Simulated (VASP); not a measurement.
Ag: single point with PBE

Crystal: Ag.

```xyz
1
Lattice="-1.6511 1.6511 1.6511 1.6511 -1.6511 1.6511 1.6511 1.6511 -1.6511" Properties=species:S:1:pos:R:3 pbc="T T T"
Ag    0.0000    0.0000    0.0000
```

This isn't the form of Ag at room conditions, which is fcc.

```yaml
Program: VASP 6.6.1
Task: single point
Functional: PBE
Potentials_or_basis: VASP PAW PBE potentials, release 64 (Ag)
Cutoff: 500 eV
k_mesh: 24 × 24 × 24
Occupations: gaussian, width 0.1 eV
Spin: no spin polarisation
Dipole_correction: no
Further_INCAR_settings: ALGO = Normal; EDIFF = 1e-06; NBANDS = 12
```

The pressure is -0.1 GPa and the band gap on the k mesh is zero (an odd number of electrons rules out a gap without spin polarisation).

Levels at points of the mesh, in eV from the Fermi level:
| k point | band 3 | band 4 | band 5 | band 6 | band 7 | band 8 | band 9 | band 10 |
| --- | --- | --- | --- | --- | --- | --- | --- | --- |
| (0.00, 0.00, 0.00) | -4.75 | -4.75 | -3.53 | -3.53 | 17.76 | 17.76 | 17.76 | 23.25 |
| (0.50, 0.00, 0.00) | -3.58 | -3.42 | -2.61 | 0.04 | 3.83 | 13.13 | 13.99 | 19.32 |
| (0.50, 0.50, 0.50) | -2.83 | -2.83 | -2.83 | 6.73 | 6.73 | 6.73 | 12.07 | 13.04 |

Run time: 76 s on 1 thread of AMD EPYC 7R43 64-Core Processor (Zen 3) (shared host), peak memory 0.17 GiB.
